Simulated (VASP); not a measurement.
Input of a VASP 6.6.1 run:

INCAR

```
SYSTEM = Si
PREC = Accurate
ENCUT = 600
EDIFF = 1E-7
ISMEAR = 0
SIGMA = 0.1
LREAL = .FALSE.
LASPH = .TRUE.
NELM = 60
ALGO = Normal
ISIF = 3
LWAVE = .FALSE.
LCHARG = .FALSE.
GGA = PE
IBRION = 2
NSW = 80
EDIFFG = -0.01
```

The input KPOINTS:

```
regular mesh
0
G
  12 12 10
  0 0 0
```

POSCAR

```
Si
1.0
    2.3994654984     -3.0947922126      0.0000000000
    2.3994654984      3.0947922126      0.0000000000
    0.0000000000      0.0000000000      4.7511576569
Si
4
Direct
    0.0586323770      0.9413676230      0.7499996548
    0.5586323770      0.4413676230      0.2500003452
    0.9413676230      0.0586323770      0.2500003452
    0.4413676230      0.5586323770      0.7499996548
```

Potentials or basis: VASP PAW PBE potentials, release 64 (Si).

The run is started by

```bash
$ cat potpaw_PBE.64/Si/POTCAR > POTCAR
$ mpirun -np 1 vasp_std > vasp.out
```

(1) What does it give for the space group after relaxing (to 0.1 Å)?

(2) What does it give for the relaxed cell?

(3) What does it give for the relaxed volume?

## Answers

(1) I4/mmm (No. 139).

(2) a = 3.911 Å, b = 3.911 Å, c = 4.762 Å, α = 90.00°, β = 90.00°, γ = 104.53°.

(3) 17.62 Å³/atom.
